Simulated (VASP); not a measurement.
# TiSe2 (P-3m1) in VASP: single point with PBE+D3(BJ)

Aim: the single point of TiSe2 with PBE+D3(BJ).

All numbers are computed with VASP 6.6.1; they aren't measurements. Logs are shortened: lines on timing, memory, paths and dates and some standing lists are left out, and cuts for length are marked.

## Step 1: The cell of the first run

The structure is trigonal, space group P-3m1 (No. 164). The conventional cell has a = 3.483 Å, b = 3.483 Å, c = 5.859 Å, α = 90.00°, β = 90.00°, γ = 120.00°. Ti (site symmetry -3m) has 6 Se at 2.54 Å and 6 Ti at 3.48 Å within 3.5 Å. Se (site symmetry 3m) has 3 Ti at 2.54 Å and 9 Se at 3.41 to 3.48 Å within 3.5 Å.

## Step 2: Single point, PBE+D3(BJ), non-collinear spin, zero start, spin-orbit coupling

Input file POSCAR:

```
TiSe2
1.0
    3.4825719583      0.0000000000      0.0000000000
   -1.7412859791      3.0159957864      0.0000000000
    0.0000000000      0.0000000000      5.8593341599
Ti Se
1 2
Direct
    0.0000000000      0.0000000000      0.0000000000
    0.3333333333      0.6666666667      0.2649363149
    0.6666666667      0.3333333333      0.7350636851
```

Input file INCAR.step1:

```
SYSTEM = TiSe2
PREC = Accurate
ENCUT = 400
EDIFF = 1E-6
ISMEAR = 0
SIGMA = 0.05
LREAL = .False.
LASPH = .True.
NELM = 200
ALGO = Normal
ISIF = 2
LWAVE = .False.
LCHARG = .True.
MAGMOM = 0 0 0 0 0 0 0 0 0
LSORBIT = .True.
GGA_COMPAT = .False.
LORBMOM = .True.
LMAXMIX = 4
GGA = PE
IVDW = 12
NBANDS = 37
NEDOS = 2001
LORBIT = 11
```

Input file KPOINTS.step1:

```
Automatic mesh
0
Gamma
  12 12 6
  0 0 0
```

Input file INCAR.step2:

```
SYSTEM = TiSe2
PREC = Accurate
ENCUT = 400
EDIFF = 1E-6
ISMEAR = -5
SIGMA = 0.05
LREAL = .False.
LASPH = .True.
NELM = 200
ALGO = Normal
ISIF = 2
LWAVE = .False.
LCHARG = .False.
MAGMOM = 0 0 0 0 0 0 0 0 0
LORBIT = 11
LSORBIT = .True.
GGA_COMPAT = .False.
LORBMOM = .True.
LMAXMIX = 4
GGA = PE
IVDW = 12
NBANDS = 37
NEDOS = 2001
ICHARG = 11
```

Input file KPOINTS.step2:

```
Automatic mesh
0
Gamma
  18 18 9
  0 0 0
```

Potentials or basis: VASP PAW PBE potentials, release 64 (Ti_sv, Se).

The run is started by

```console
$ cat potpaw_PBE.64/Ti_sv/POTCAR potpaw_PBE.64/Se/POTCAR > POTCAR
$ cp INCAR.step1 INCAR
$ cp KPOINTS.step1 KPOINTS
$ mpirun -np 1 vasp_ncl > vasp.out
$ cp INCAR.step2 INCAR
$ cp KPOINTS.step2 KPOINTS
$ mpirun -np 1 vasp_ncl > vasp.out
```

OUTCAR:

```text
SYSTEM = TiSe2
   PREC = Accurate
   ENCUT = 400
   EDIFF = 1E-6
   ISMEAR = -5
   LREAL = .False.
   LASPH = .True.
   NELM = 200
   ISIF = 2
   LORBIT = 11
   LSORBIT = .True.
   GGA = PE
   IVDW = 12
   ICHARG = 11
 IVDW          = 12

 ion  position               nearest neighbor table
   1  0.000  0.000  0.000-   2 2.54   3 2.54   2 2.54   3 2.54   3 2.54   2 2.54
   2  0.333  0.667  0.265-   1 2.54   1 2.54   1 2.54
   3  0.667  0.333  0.735-   1 2.54   1 2.54   1 2.54

  LATTYP: Found a hexagonal cell.
 ALAT       =     3.4825719583
 C/A-ratio  =     1.6824732497

  Lattice vectors:

 A1 = (   3.4825719583,   0.0000000000,   0.0000000000)
 A2 = (  -1.7412859791,   3.0159957864,   0.0000000000)
 A3 = (   0.0000000000,   0.0000000000,   5.8593341599)

Analysis of symmetry for initial positions (statically):
=====================================================================
 Subroutine PRICEL returns:
 Original cell was already a primitive cell.

 Routine SETGRP: Setting up the symmetry group for a
 hexagonal supercell.

 Subroutine GETGRP returns: Found 12 space group operations
 (whereof 12 operations were pure point group operations)
 out of a pool of 24 trial point group operations.

The static configuration has the point symmetry D_3d.

Analysis of symmetry for dynamics (positions and initial velocities):
=====================================================================
 Subroutine PRICEL returns:
 Original cell was already a primitive cell.

 Routine SETGRP: Setting up the symmetry group for a
 hexagonal supercell.

 Subroutine GETGRP returns: Found 12 space group operations
 (whereof 12 operations were pure point group operations)
 out of a pool of 24 trial point group operations.

The dynamic configuration has the point symmetry D_3d.

Analysis of structural, dynamic, and magnetic symmetry:
=====================================================================
 Subroutine PRICEL returns:
 Original cell was already a primitive cell.

 Routine SETGRP: Setting up the symmetry group for a
 hexagonal supercell.

 Subroutine GETGRP returns: Found 12 space group operations
 (whereof 12 operations were pure point group operations)
 out of a pool of 24 trial point group operations.

The overall configuration has the point symmetry D_3d.

 Subroutine INISYM returns: Found 12 space group operations
 (whereof 12 operations are pure point group operations),
 and found     1 'primitive' translations

----------------------------------------------------------------------------------------

                                     Primitive cell

  volume of cell :      61.5431

  direct lattice vectors                    reciprocal lattice vectors
     3.482571958  0.000000000  0.000000000     0.287144103  0.165782725  0.000000000
    -1.741285979  3.015995786  0.000000000     0.000000000  0.331565450  0.000000000
     0.000000000  0.000000000  5.859334160     0.000000000  0.000000000  0.170667856

  length of vectors
     3.482571958  3.482571958  5.859334160     0.331565450  0.331565450  0.170667856

  position of ions in fractional coordinates (direct lattice)
     0.000000000  0.000000000  0.000000000
     0.333333333  0.666666667  0.264936315
     0.666666667  0.333333333  0.735063685

  ion indices of the primitive-cell ions
   primitive index   ion index
                 1           1
                 2           2
                 3           3

----------------------------------------------------------------------------------------

 KPOINTS: Automatic mesh

Automatic generation of k-mesh.
 Grid dimensions read from file:
 generate k-points for:   18   18    9

 Generating k-lattice:

  Cartesian coordinates                     Fractional coordinates (reciprocal lattice)
     0.015952450  0.009210151  0.000000000     0.055555556  0.000000000  0.000000000
     0.000000000  0.018420303  0.000000000     0.000000000  0.055555556  0.000000000
[... 96 lines left out ...]

 number of electron      23.9999996 magnetization      -0.0000000     -0.0000000      0.0000000

 Free energy of the ion-electron system (eV)
  ---------------------------------------------------
  ext. energy  EPLUGINS =         0.00000000
  ---------------------------------------------------
  free energy    TOTEN  =       -18.16540727 eV

  energy without entropy =      -18.16540727  energy(sigma->0) =      -18.16540727

 E-fermi :   5.4084     XC(G=0): -10.3021

 val. band max:        5.5540722592   @ k =   0.0000   0.0000   0.0000
 cond. band min:       5.3692763326   @ k =   0.0000   0.3333   0.2222
 fundamental gap:     -0.1847959266
 Fermi energy:         5.4083502194

 k-point     1 :       0.0000    0.0000    0.0000
  band No.  band energies     occupation
      1     -52.1229      1.00000
      2     -52.1229      1.00000
      3     -28.7888      1.00000
      4     -28.7888      1.00000
      5     -28.1441      1.00000
      6     -28.1441      1.00000
[... 925 lines left out ...]
     35      12.2283      0.00000
     36      12.2307      0.00000

 [... further k-points ...]

 [bands above 36 left out]

------------------------ aborting loop because EDIFF is reached ----------------------------------------

 Edisp (eV)   -1.35207

 E8    (eV) :    -0.5865

  FORCE on cell =-STRESS in cart. coord.  units (eV):
  Direction    XX          YY          ZZ          XY          YZ          ZX
  --------------------------------------------------------------------------------------
  -------------------------------------------------------------------------------------
  Total      -0.07497    -0.07497    -0.11323    -0.00000     0.00000     0.00000
  in kB      -1.95176    -1.95176    -2.94785    -0.00000     0.00000     0.00000
  external pressure =       -2.28 kB  Pullay stress =        0.00 kB

 VOLUME and BASIS-vectors are now :
 -----------------------------------------------------------------------------
  energy-cutoff  :      400.00
  volume of cell :       61.54
      direct lattice vectors                 reciprocal lattice vectors
     3.482571958  0.000000000  0.000000000     0.287144103  0.165782725  0.000000000
    -1.741285979  3.015995786  0.000000000     0.000000000  0.331565450  0.000000000
     0.000000000  0.000000000  5.859334160     0.000000000  0.000000000  0.170667856

 POSITION                                       TOTAL-FORCE (eV/Angst)
 -----------------------------------------------------------------------------------
      0.00000      0.00000      0.00000         0.000000      0.000000      0.000000
     -0.00000      2.01066      1.55235        -0.000000      0.000000      0.027521
      1.74129      1.00533      4.30698         0.000000      0.000000     -0.027521
 -----------------------------------------------------------------------------------
    total drift:                               -0.000000      0.000000      0.000000

  FREE ENERGIE OF THE ION-ELECTRON SYSTEM (eV)
  ---------------------------------------------------
  free  energy   TOTEN  =       -19.5174750789 eV

  energy  without entropy=      -19.5174750789  energy(sigma->0) =      -19.51747508

 orbital moment (x)

 # of ion     p       d       tot
 ----------------------------------------
  1         0.000   0.000   0.000
  2         0.000   0.000   0.000
  3        -0.000   0.000  -0.000
 ----------------------------------------
            0.000   0.000   0.000

 orbital moment (y)

 # of ion     p       d       tot
 ----------------------------------------
  1        -0.000   0.000   0.000
  2        -0.000   0.000  -0.000
  3        -0.000   0.000  -0.000
 ----------------------------------------
           -0.000   0.000   0.000

 orbital moment (z)

 # of ion     p       d       tot
 ----------------------------------------
  1         0.000   0.000   0.000
  2         0.000  -0.000  -0.000
  3         0.000  -0.000  -0.000
 ----------------------------------------
            0.000   0.000   0.000

 Spin-Orbit-Coupling matrix elements

 Ion:    1  E_soc:     -0.0122966
 l=   1
     0.0000000    -0.0017706    -0.0017711
    -0.0017706     0.0000000    -0.0017706
    -0.0017711    -0.0017706     0.0000000
 l=   2
     0.0000000    -0.0000772     0.0000000    -0.0000772    -0.0001435
    -0.0000772     0.0000000    -0.0001308    -0.0001221    -0.0000772
     0.0000000    -0.0001308     0.0000000    -0.0001308     0.0000000
    -0.0000772    -0.0001221    -0.0001308     0.0000000    -0.0000772
    -0.0001435    -0.0000772     0.0000000    -0.0000772     0.0000000
 l=   3
     0.0000000     0.0000000     0.0000000     0.0000000     0.0000000     0.0000000     0.0000000
     0.0000000     0.0000000     0.0000000     0.0000000     0.0000000     0.0000000     0.0000000
     0.0000000     0.0000000     0.0000000     0.0000000     0.0000000     0.0000000     0.0000000
     0.0000000     0.0000000     0.0000000     0.0000000     0.0000000     0.0000000     0.0000000
[... 29 lines left out ...]
 l=   2
     0.0000000     0.0000000     0.0000000     0.0000000    -0.0000008
     0.0000000     0.0000000     0.0000024     0.0000038     0.0000000
     0.0000000     0.0000024     0.0000000     0.0000024     0.0000000
     0.0000000     0.0000038     0.0000024     0.0000000     0.0000000
    -0.0000008     0.0000000     0.0000000     0.0000000     0.0000000
 l=   3
     0.0000000     0.0000000     0.0000000     0.0000000     0.0000000     0.0000000     0.0000000
     0.0000000     0.0000000     0.0000000     0.0000000     0.0000000     0.0000000     0.0000000
     0.0000000     0.0000000     0.0000000     0.0000000     0.0000000     0.0000000     0.0000000
     0.0000000     0.0000000     0.0000000     0.0000000     0.0000000     0.0000000     0.0000000
     0.0000000     0.0000000     0.0000000     0.0000000     0.0000000     0.0000000     0.0000000
     0.0000000     0.0000000     0.0000000     0.0000000     0.0000000     0.0000000     0.0000000
     0.0000000     0.0000000     0.0000000     0.0000000     0.0000000     0.0000000     0.0000000

 total charge

# of ion       s       p       d       tot
------------------------------------------
    1        2.180   6.166   1.852  10.198
    2        1.475   2.363   0.039   3.877
    3        1.475   2.363   0.039   3.877
--------------------------------------------------
tot          5.130  10.891   1.930  17.951

 magnetization (x)

# of ion       s       p       d       tot
------------------------------------------
    1        0.000  -0.000   0.000   0.000
    2        0.000   0.000   0.000   0.000
    3        0.000   0.000  -0.000  -0.000
--------------------------------------------------
tot          0.000  -0.000   0.000   0.000

 magnetization (y)

# of ion       s       p       d       tot
------------------------------------------
    1        0.000   0.000   0.000   0.000
    2        0.000   0.000   0.000   0.000
    3        0.000   0.000   0.000   0.000
--------------------------------------------------
tot          0.000   0.000   0.000   0.000

 magnetization (z)

# of ion       s       p       d       tot
------------------------------------------
    1        0.000   0.000   0.000   0.000
    2        0.000   0.000   0.000   0.000
    3        0.000   0.000   0.000   0.000
--------------------------------------------------
tot          0.000   0.000   0.000   0.000
```

It took 18 min on 1 thread of Oxide Virtual Turin-like, shared host; peak memory 0.66 GiB.

What came out:

- Net moment: 0.00 μB per cell
- Valence electrons inside the program's atomic spheres: Ti 10.20; Se 3.88
- Dispersion energy per atom: -0.451 eV

Moments on the atoms (μB; x, y, z):
```
Ti  0.00 0.00 0.00
Se  0.00 0.00 0.00
Se  0.00 0.00 0.00
```
